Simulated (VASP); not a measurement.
Input of a VASP 6.6.1 run:

File INCAR:

```
SYSTEM = Eu
  PREC = Accurate
  ENCUT = 520
  EDIFF = 1E-7
  ISMEAR = -1
  SIGMA = 0.08
  LREAL = .False.
  LASPH = .True.
  NELM = 150
  ALGO = Normal
  ISIF = 2
  LWAVE = .False.
  LCHARG = .False.
  ISPIN = 2
  MAGMOM = 7
  LORBIT = 11
  LMAXMIX = 6
  GGA = PE
  NBANDS = 18
```

KPOINTS

```
Automatic mesh
0
Gamma
  15 15 15
  0 0 0
```

POSCAR

```
Eu
1.0
   -1.8470514255      1.8470514255      1.8470514255
    1.8470514255     -1.8470514255      1.8470514255
    1.8470514255      1.8470514255     -1.8470514255
Eu
1
Direct
    0.0000000000      0.0000000000      0.0000000000
```

Potentials or basis: VASP PAW PBE potentials, release 64 (Eu).

Command:

```bash
$ cat potpaw_PBE.64/Eu/POTCAR > POTCAR
$ mpirun -np 1 vasp_std > vasp.out
```

Task: Predict the site moments.

Result: Eu +6.65 μB.

Task: Estimate the pressure.

Result: 16.9 GPa.

Caveat: the cell stands under pressure. The state reached can hang on the start; a lower one may exist.
